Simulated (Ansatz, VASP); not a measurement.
**AlN in VASP and in Ansatz**

Contents of INCAR:

```
SYSTEM = AlN
PREC = Accurate
ENCUT = 600
EDIFF = 1E-6
ISMEAR = 0
SIGMA = 0.05
LREAL = .False.
LASPH = .True.
NELM = 120
ALGO = Normal
ISIF = 2
LWAVE = .False.
LCHARG = .False.
GGA = PS
NBANDS = 16
GGA_COMPAT = .False.
```

The input KPOINTS:

```
Automatic mesh
0
Gamma
  12 12 6
  0 0 0
```

File POSCAR:

```
AlN
1.0
    3.1136926464      0.0000000000      0.0000000000
   -1.5568463232      2.6965369313      0.0000000000
    0.0000000000      0.0000000000      5.1827532083
Al N
2 2
Direct
    0.3333333333      0.6666666667      0.0015080761
    0.6666666667      0.3333333333      0.5015080761
    0.3333333333      0.6666666667      0.3834919239
    0.6666666667      0.3333333333      0.8834919239
```

Input for Ansatz:

```yaml
crystal:
  lattice:
    - [3.1136926464, 0.0, 0.0]
    - [-1.5568463232, 2.6965369313, 0.0]
    - [0.0, 0.0, 5.1827532083]
  atoms:
    - { symbol: Al, position: [0.3333333333, 0.6666666667, 0.0015080761] }
    - { symbol: Al, position: [0.6666666667, 0.3333333333, 0.5015080761] }
    - { symbol: "N", position: [0.3333333333, 0.6666666667, 0.3834919239] }
    - { symbol: "N", position: [0.6666666667, 0.3333333333, 0.8834919239] }
basis:
  ecutwfc: 420
kpoints:
  mp_grid: { grid: [12, 12, 6] }
hamiltonian:
  xc: pbesol
scf:
  occupations: { method: gaussian, width: 0.05 }
output:
  forces: true
  stress: true
  eigenvalues: true
```

Change from the starting cell: strain +0.000 along x and y, +0.040 along z, atoms carried along.

Alike in both runs: task single point; functional PBEsol; k mesh 12 × 12 × 6; occupations gaussian, width 0.05 eV; no spin polarisation.

|  | VASP | Ansatz |
| --- | --- | --- |
| version | VASP 6.6.1 | Ansatz 0.2.0 |
| potentials or method | VASP PAW PBE potentials, release 64 (Al, N), cutoff 600 eV | scalar-relativistic, plane waves, PAW |
| valence electrons in the cell | 16 | 16 |

Ansatz gave:

```
gap on the k mesh at the Fermi level (eV)                     : 3.83
least direct gap on the mesh (eV)                             : 3.83
pressure (GPa)                                                : -6.6
traceless stress, the component that is largest in VASP (GPa) : -8.65
rms of the force components (eV/Å)                            : 0.184
```

Task: Which values does VASP return?

Result: gap on the k mesh at the Fermi level (eV): 3.84; least direct gap on the mesh (eV): 3.84; pressure (GPa): -6.9; traceless stress, the component that is largest in VASP (GPa): -8.75; rms of the force components (eV/Å): 0.188.

VASP's potentials were made for PBE, not for PBEsol. Atom by atom the forces differ by 0.003 eV/Å (rms over components).
